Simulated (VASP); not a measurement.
Ru: relaxation of cell and atoms with PBE

Ru:

```xyz
2
Lattice="0.0000 2.3791 2.3791 2.3791 0.0000 2.3791 2.3791 2.3791 0.0000" Properties=species:S:1:pos:R:3 pbc="T T T"
Ru   -0.5948   -0.5948   -0.5948
Ru    0.5948    0.5948    0.5948
```

This isn't the form of Ru at room conditions, which is hcp.

```yaml
Program: VASP 6.6.1
Task: relaxation of cell and atoms
Functional: PBE
Potentials_or_basis: VASP PAW PBE potentials, release 64 (Ru_pv)
Cutoff: 600 eV
k_mesh: 14 × 14 × 14
Occupations: fermi-dirac, width 0.08 eV
Spin: no spin polarisation
Target_pressure: 93 GPa
Dipole_correction: no
Further_INCAR_settings: ALGO = Normal; EDIFF = 1e-07; IBRION = 2; EDIFFG = -0.005; NSW = 60; ISIF = 3
```

The relaxed volume is 15.24 Å³/atom. The relaxed cell is a = 3.506 Å, b = 3.506 Å, c = 3.506 Å, α = 60.00°, β = 60.00°, γ = 60.00° and the space group after relaxing (to 0.1 Å) is Fd-3m (No. 227). The energy change on relaxing (the run minimises the enthalpy) is -1450.1 meV/atom and the ionic steps are 5. The pressure after relaxing is 93.0 GPa and the band gap on the k mesh is zero (bands 14 and 15 overlap by 1.23 eV).

The path:
```tsv
step	energy change (eV)	largest force (eV/Å)	pressure (GPa)	volume (Å³)
1	0.0000	0.0000	176.71	26.93
2	-2.1679	0.0000	-24.66	64.71
3	-3.8453	0.0000	62.97	32.44
4	-3.0291	0.0000	89.08	30.70
5	-2.9001	0.0000	93.04	30.48
```

Final structure:
```
Ru
1.0
     0.00000    2.47923    2.47923
     2.47923    0.00000    2.47923
     2.47923    2.47923    0.00000
Ru
2
Direct
  0.87500 0.87500 0.87500
  0.12500 0.12500 0.12500
```

Levels at points of the mesh, in eV from the Fermi level:
```csv
k point,band 11,band 12,band 13,band 14,band 15,band 16,band 17,band 18
"(0.00, 0.00, 0.00)",-4.25,-4.25,-0.56,-0.56,-0.56,2.92,2.92,10.75
"(0.50, 0.00, 0.00)",-4.81,-3.90,-0.52,0.49,0.49,2.15,2.15,4.24
"(0.50, 0.50, 0.00)",-2.00,-2.00,-1.23,-1.23,2.51,2.51,4.38,4.38
```

Run time: 5.8 min on 1 thread of Intel Xeon 8259CL, on a shared host, peak memory 0.2 GiB.

Caveat: the cell is relaxed towards a set pressure, so the run minimises the enthalpy, not the energy.
